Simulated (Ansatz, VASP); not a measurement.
**Two plane-wave programs on ZnO**

POSCAR

```
ZnO
1.0
    0.0000000000      2.1337703963      2.1337703963
    2.1337703963      0.0000000000      2.1337703963
    2.1337703963      2.1337703963      0.0000000000
Zn O
1 1
Direct
    0.0000000000      0.0000000000      0.0000000000
    0.5000000000      0.5000000000      0.5000000000
```

Contents of INCAR.step1:

```
  ALGO = Normal
  EDIFF = 1E-5
  ENCUT = 660
  GGA = PE
  GGA_COMPAT = False
  ISMEAR = 0
  LASPH = True
  LCHARG = False
  LREAL = False
  LWAVE = True
  NBANDS = 16
  NELM = 120
  PREC = Accurate
  SIGMA = 0.01
```

The input INCAR.step2:

```
  ALGO = Normal
  EDIFF = 1E-6
  ENCUT = 660
  GGA_COMPAT = False
  ISIF = 2
  ISMEAR = 0
  ISTART = 1
  IVDW = 13
  LASPH = True
  LCHARG = False
  LMIXTAU = True
  LREAL = False
  LWAVE = False
  METAGGA = R2SCAN
  NBANDS = 16
  NELM = 120
  PREC = Accurate
  SIGMA = 0.01
  VDW_A1 = 0.51559235
  VDW_A2 = 5.77342911
  VDW_S6 = 1.0
  VDW_S8 = 0.6018749
```

The input KPOINTS:

```
k-points
0
Gamma
  8 8 8
```

Input for Ansatz:

```yaml
crystal:
  lattice:
    - [0.0, 2.1337703963, 2.1337703963]
    - [2.1337703963, 0.0, 2.1337703963]
    - [2.1337703963, 2.1337703963, 0.0]
  atoms:
    - { symbol: Zn, position: [0.0, 0.0, 0.0] }
    - { symbol: O, position: [0.5, 0.5, 0.5] }
kpoints:
  mp_grid: { grid: [8, 8, 8] }
hamiltonian:
  xc: r2scan
  dispersion: d4
scf:
  occupations: { method: fixed }
  n_extra_bands: 4
output:
  forces: true
  stress: true
  eigenvalues: true
```

Alike in both runs: task single point; functional r2SCAN; dispersion D4; k mesh 8 × 8 × 8; no spin polarisation.

|  | VASP | Ansatz |
| --- | --- | --- |
| version | VASP 6.6.1 | Ansatz 0.2.0 |
| potentials or method | VASP PAW PBE potentials, release 64 (Zn, O) | plane waves |
| plane-wave cutoff (eV) | 660 | 500 |
| occupations | gaussian, width 0.01 eV | fixed |
| valence electrons in the cell | 18 | 18 |

|  | VASP | Ansatz | Ansatz less VASP |
| --- | --- | --- | --- |
| gap on the k mesh at the Fermi level (eV) | 1.55 | 1.57 | +0.017 |
| pressure (GPa) | -0.8 | -1.7 | -0.96 |

VASP's potentials were made for PBE, not for r2SCAN.
